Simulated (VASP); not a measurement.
Set up this calculation in VASP 6.6.1, as the native input.

| Property | Result |
| --- | --- |
| Task | single point |
| Functional | PBE |
| Potentials or basis | VASP PAW PBE potentials, release 64 (Ga_d, Sb) |
| Cutoff | 520 eV |
| k mesh | 16 × 16 × 16 |
| Occupations | gaussian, width 0.1 eV |
| Spin | no spin polarisation |
| Dipole correction | no |
| Further INCAR settings | ALGO = Normal; EDIFF = 1e-07; NBANDS = 16 |

The structure of GaSb (k07) lies in POSCAR:

```
GaSb
1.0
    0.0000000000      3.1070304363      3.1070304363
    3.1070304363      0.0000000000      3.1070304363
    3.1070304363      3.1070304363      0.0000000000
Ga Sb
1 1
Direct
    0.0000000000      0.0000000000      0.0000000000
    0.2500000000      0.2500000000      0.2500000000
```

These files were run (other wordings do the same):

INCAR

```
SYSTEM = GaSb
ALGO = Normal
EDIFF = 1E-7
ENCUT = 520
GGA = PE
ISIF = 2
ISMEAR = 0
LASPH = .TRUE.
LCHARG = .FALSE.
LREAL = .FALSE.
LWAVE = .FALSE.
NBANDS = 16
NELM = 100
PREC = Accurate
SIGMA = 0.1
```

KPOINTS

```
k-points
0
G
  16 16 16
  0 0 0
```

Potentials or basis: VASP PAW PBE potentials, release 64 (Ga_d, Sb).

Run with:

```bash
$ cat potpaw_PBE.64/Ga_d/POTCAR potpaw_PBE.64/Sb/POTCAR > POTCAR
$ mpirun -np 1 vasp_std > vasp.out
```

It gave:

| Property | Result |
| --- | --- |
| Pressure | 0.1 GPa |
| Band gap on the k mesh | zero (filled and empty bands touch) |

Caveat: spin-orbit coupling is left out, which moves the levels of the heavy elements.

It took 120 s on 1 thread of Intel(R) Xeon(R) Platinum 8488C (Sapphire Rapids), on a shared host, peak memory 0.3 GiB.
